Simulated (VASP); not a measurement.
Runs of VASP 6.6.1 on Hf2Se3S3. The cell holds an amorphous packing of atoms, 16 atoms: a = 7.367 Å, b = 7.510 Å, c = 7.374 Å, α = 90.64°, β = 90.28°, γ = 90.68°. 

| smearing | gap on the mesh (eV) | pressure (GPa) | largest force (eV/Å) |
| --- | --- | --- | --- |
| fermi-dirac 0.0758 eV | 0.67 | (a) | 2.26 |
| fermi-dirac 0.1896 eV | 0.61 | -2.7 | 4.09 |
| fermi-dirac 0.05 eV | 1.03 | -2.3 | (b) |
| fermi-dirac 0.1362 eV | 0.48 | -2.9 | 2.06 |

Alike in all rows: task single point; level PBE+D3(BJ); potentials or basis VASP PAW PBE potentials, release 64 (Hf_pv, Se, S); no spin polarisation; cell as given; k mesh 1 × 1 × 1, shifted; cutoff (eV) 520.

Q: Fill in the values left out.

A: (a) -1.2; (b) 1.46.

Caveats: all runs use coarse meshes; spin-orbit coupling is left out, which moves the levels of the heavy elements.

A k mesh can miss the band edges, and the runs leave out spin-orbit coupling on Hf, Se.
